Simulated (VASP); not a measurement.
# CdS (P6_3mc) in VASP: a series of runs

Runs on CdS. Level: PBEsol. Tasks: single point.

Program: VASP 6.6.1. These are calculated values, not measurements. Logs are shortened: lines on timing, memory, paths and dates and some standing lists are left out, and cuts for length are marked.

### 1 The cell of the first run

Symmetry: P6_3mc, No. 186, hexagonal system. The conventional cell has a = 4.045 Å, b = 4.045 Å, c = 6.585 Å, α = 90.00°, β = 90.00°, γ = 120.00°. Within 3.3 Å of Cd (site symmetry 3m) lie 4 S at 2.47 to 2.48 Å. S (site symmetry 3m) has 4 Cd at 2.47 to 2.48 Å within 3.3 Å.

### 2 Single point, PBEsol

INCAR reads:

```
SYSTEM = CdS
PREC = Accurate ; ENCUT = 630
EDIFF = 1E-6 ; ISMEAR = 0
SIGMA = 0.01 ; LREAL = .FALSE.
LASPH = .TRUE. ; NELM = 120
ALGO = Normal ; ISIF = 2
LWAVE = .FALSE. ; LCHARG = .FALSE.
GGA = PS ; NBANDS = 34
GGA_COMPAT = .FALSE.
```

KPOINTS reads:

```
Automatic mesh
0
G
  6 6 4
  0 0 0
```

POSCAR reads:

```
CdS
1.0
    4.0451725094      0.0000000000      0.0000000000
   -2.0225862547      3.5032221558      0.0000000000
    0.0000000000      0.0000000000      6.5854482898
Cd S
2 2
Direct
    0.3333333333      0.6666666667     -0.0006079221
    0.6666666667      0.3333333333      0.4993920779
    0.3333333333      0.6666666667      0.3756079221
    0.6666666667      0.3333333333      0.8756079221
```

Potentials or basis: VASP PAW PBE potentials, release 64 (Cd_sv_GW, S).

Command:

```
> cat potpaw_PBE.64/Cd_sv_GW/POTCAR potpaw_PBE.64/S/POTCAR > POTCAR
> mpirun -np 1 vasp_std > vasp.out
```

OUTCAR:

```text
SYSTEM = CdS
   PREC = Accurate
   ENCUT = 630
   EDIFF = 1E-6
   ISMEAR = 0
   LREAL = .FALSE.
   LASPH = .TRUE.
   NELM = 120
   ISIF = 2
   GGA = PS

 ion  position               nearest neighbor table
   1  0.333  0.667  0.999-   4 2.47   4 2.47   4 2.47   3 2.48
   2  0.667  0.333  0.499-   3 2.47   3 2.47   3 2.47   4 2.48
   3  0.333  0.667  0.376-   2 2.47   2 2.47   2 2.47   1 2.48
   4  0.667  0.333  0.876-   1 2.47   1 2.47   1 2.47   2 2.48

  LATTYP: Found a hexagonal cell.
 ALAT       =     4.0451725094
 C/A-ratio  =     1.6279771195

  Lattice vectors:

 A1 = (   4.0451725094,   0.0000000000,   0.0000000000)
 A2 = (  -2.0225862547,   3.5032221558,   0.0000000000)
 A3 = (   0.0000000000,   0.0000000000,   6.5854482898)

Analysis of symmetry for initial positions (statically):
=====================================================================
 Subroutine PRICEL returns:
 Original cell was already a primitive cell.

 Routine SETGRP: Setting up the symmetry group for a
 hexagonal supercell.

 Subroutine GETGRP returns: Found 12 space group operations
 (whereof  6 operations were pure point group operations)
 out of a pool of 24 trial point group operations.

The static configuration has the point symmetry C_3v.
 The point group associated with its full space group is C_6v.

Analysis of symmetry for dynamics (positions and initial velocities):
=====================================================================
 Subroutine PRICEL returns:
 Original cell was already a primitive cell.

 Routine SETGRP: Setting up the symmetry group for a
 hexagonal supercell.

 Subroutine GETGRP returns: Found 12 space group operations
 (whereof  6 operations were pure point group operations)
 out of a pool of 24 trial point group operations.

The dynamic configuration has the point symmetry C_3v.
 The point group associated with its full space group is C_6v.

 Subroutine INISYM returns: Found 12 space group operations
 (whereof  6 operations are pure point group operations),
 and found     1 'primitive' translations

----------------------------------------------------------------------------------------

                                     Primitive cell

  volume of cell :      93.3233

  direct lattice vectors                    reciprocal lattice vectors
     4.045172509  0.000000000  0.000000000     0.247208246  0.142725747  0.000000000
    -2.022586255  3.503222156  0.000000000     0.000000000  0.285451495  0.000000000
     0.000000000  0.000000000  6.585448290     0.000000000  0.000000000  0.151849951
[... 85 lines left out ...]
   LREAL  =      F    real-space projection
   EDIFFG = 0.1E-04   stopping-criterion for IOM
   NSW    =      0    number of steps for IOM
   IBRION =     -1    ionic relax: 0-MD 1-quasi-New 2-CG
   NFREE  =      0    steps in history (QN), initial steepest desc. (CG)
   ISIF   =      2    stress and relaxation
   ISYM   =      2    0-nonsym 1-usesym 2-fastsym
   POTIM  = 0.5000    time-step for ionic-motion
   TEBEG  =    0.0;   TEEND  =   0.0 temperature during run
   PSTRESS=    0.0 pullay stress
   NELECT =      52.0000    total number of electrons
   NUPDOWN=      -1.0000    fix difference up-down
   EMIN   =  10.00;   EMAX   =-10.00  energy-range for DOS
   EFERMI =   0.00;   METHOD = LEGACY
   ISMEAR =     0;   SIGMA  =   0.01  broadening in eV -4-tet -1-fermi 0-gaus
   EFERMI_NEDOS =   21; number of points for ismear=-14 and -15
   IALGO  =     38    algorithm
   IMIX   =      4    mixing-type and parameters
     AMIX     =   0.40;   BMIX     =  1.00
     AMIX_MAG =   1.60;   BMIX_MAG =  1.00
  volume/ion in A,a.u.               =      23.33       157.44
  Fermi-wavevector in a.u.,A,eV,Ry     =   1.347140  2.545725 24.691649  1.814785
  Thomas-Fermi vector in A             =   2.474914
   LORBIT       =      0    0 simple, 1 ext, 2 COOP (PROOUT), +10 PAW based schemes
   GGA     = PS    functional components
   LHFCALC =     F    Hartree Fock is set to
   AEXX    =    0.0000 exact exchange contribution
   IVDW    =     0    specifies the selected vdW correction
   LEPSILON=     F    determine dielectric tensor
   LRPA    =     F    only Hartree local field effects (RPA)
 non-spin polarized calculation
 Gauss-broadening in eV      SIGMA  =   0.01
  energy-cutoff  :      630.00
  volume of cell :       93.32
 maximum number of plane-waves:      3378
 NGX is ok and might be reduce to    36
   NGX = 17   NGY = 17   NGZ = 27

 number of electron      52.0000007 magnetization

 Free energy of the ion-electron system (eV)
  ---------------------------------------------------
  ext. energy  EPLUGINS =         0.00000000
  ---------------------------------------------------
  free energy    TOTEN  =       -13.73620659 eV

  energy without entropy =      -13.73620659  energy(sigma->0) =      -13.73620659

 E-fermi :   3.5612     XC(G=0):  -9.7875

 val. band max:        3.3992733062   @ k =   0.0000   0.0000   0.0000
 cond. band min:       4.6119534436   @ k =   0.0000   0.0000   0.0000
 fundamental gap:      1.2126801374
 Fermi energy:         3.5611713040

 k-point     1 :       0.0000    0.0000    0.0000
  band No.  band energies     occupation
      1     -97.9611      2.00000
      2     -97.9610      2.00000
      3     -59.0557      2.00000
      4     -59.0554      2.00000
      5     -59.0554      2.00000
      6     -59.0552      2.00000
[... 766 lines left out ...]
     33      12.6059      0.00000
     34      12.6103      0.00000

------------------------ aborting loop because EDIFF is reached ----------------------------------------

  FORCE on cell =-STRESS in cart. coord.  units (eV):
  Direction    XX          YY          ZZ          XY          YZ          ZX
  --------------------------------------------------------------------------------------
  -------------------------------------------------------------------------------------
  Total        2.2694735      2.2694735      2.2784177      0.0000000      0.0000000      0.0000000
  in kB       38.9623928     38.9623928     39.1159484      0.0000000      0.0000000      0.0000000
  external PRESSURE =      39.0135780 kB  Pullay stress =       0.0000000 kB

 VOLUME and BASIS-vectors are now :
 -----------------------------------------------------------------------------
  energy-cutoff  :      630.00
  volume of cell :       93.32
      direct lattice vectors                 reciprocal lattice vectors
     4.045172509  0.000000000  0.000000000     0.247208246  0.142725747  0.000000000
    -2.022586255  3.503222156  0.000000000     0.000000000  0.285451495  0.000000000
     0.000000000  0.000000000  6.585448290     0.000000000  0.000000000  0.151849951

 POSITION                                       TOTAL-FORCE (eV/Angst)
 -----------------------------------------------------------------------------------
     -0.00000      2.33548      6.58144         0.000000     -0.000000     -0.001093
      2.02259      1.16774      3.28872        -0.000000      0.000000     -0.001093
     -0.00000      2.33548      2.47355        -0.000000     -0.000000      0.001093
      2.02259      1.16774      5.76627         0.000000     -0.000000      0.001093
 -----------------------------------------------------------------------------------
    total drift:                               -0.000001      0.000001     -0.000263

  FREE ENERGIE OF THE ION-ELECTRON SYSTEM (eV)
  ---------------------------------------------------
  free  energy   TOTEN  =       -13.7362065918 eV

  energy  without entropy=      -13.7362065918  energy(sigma->0) =      -13.73620659
```

Wall time 70 s (1 thread of Intel Xeon Platinum 8488C (Sapphire Rapids), shared host); peak memory 0.3 GiB.

What came out:

```yaml
Free_energy: -13.7362 eV
Pressure: 3.9 GPa
Band_gap_on_the_k_mesh: 1.21 eV
```

Caveat: the cell stands under pressure; the PAW data sets were made with another functional, which shifts forces and pressure a little.

### 3 Single point, PBEsol

This run uses another cell than the first one, of 23.97 Å³/atom.

INCAR reads:

```
PREC     = Accurate       # precision mode
ENCUT    = 630            # plane-wave cutoff, eV
EDIFF    = 1E-6           # SCF threshold, eV
ISMEAR   = 0              # smearing method
SIGMA    = 0.01           # smearing width, eV
LREAL    = False          # projectors in reciprocal space
LASPH    = True           # aspherical terms in the spheres
NELM     = 120            # most SCF steps
ALGO     = Normal         # electronic algorithm
ISIF     = 2              # what is computed and relaxed
LWAVE    = False          # write WAVECAR
LCHARG   = False          # write CHGCAR
GGA      = PS             # functional
NBANDS   = 34             # bands
GGA_COMPAT= False
```

KPOINTS reads:

```
regular mesh
0
Gamma
  6 6 4
```

POSCAR reads:

```
CdS
1.0
    4.0827891284      0.0000000000      0.0000000000
   -2.0413945642      3.5357991035      0.0000000000
    0.0000000000      0.0000000000      6.6415416228
Cd S
2 2
Direct
    0.3333333333      0.6666666667     -0.0007674498
    0.6666666667      0.3333333333      0.4992325502
    0.3333333333      0.6666666667      0.3757674498
    0.6666666667      0.3333333333      0.8757674498
```

Potentials or basis: VASP PAW PBE potentials, release 64 (Cd_sv_GW, S).

Command:

```
> cat potpaw_PBE.64/Cd_sv_GW/POTCAR potpaw_PBE.64/S/POTCAR > POTCAR
> mpirun -np 1 vasp_std > vasp.out
```

It took 58 s on 1 thread of Intel Xeon Platinum 8488C (Sapphire Rapids), shared host; peak memory 0.3 GiB.

The run converged. Its results:

```
Free energy            : -13.7843 eV
Pressure               : 1.9 GPa
Band gap on the k mesh : 1.16 eV
```

Levels at points of the mesh, in eV from the valence-band top:
| k point | band 24 | band 25 | band 26 | band 27 | band 28 | band 29 |
| --- | --- | --- | --- | --- | --- | --- |
| (0.00, 0.00, 0.00) | -0.05 | 0.00 | 0.00 | 1.16 | 2.71 | 6.38 |
| (0.50, 0.00, 0.00) | -2.04 | -1.42 | -0.82 | 3.69 | 3.76 | 4.96 |
| (0.00, 0.00, 0.50) | -0.43 | -0.43 | -0.43 | 2.81 | 2.81 | 6.09 |
| (0.50, 0.00, 0.50) | -1.47 | -1.44 | -1.44 | 3.37 | 3.37 | 5.29 |

Caveat: the PAW data sets were made with another functional, which shifts forces and pressure a little.
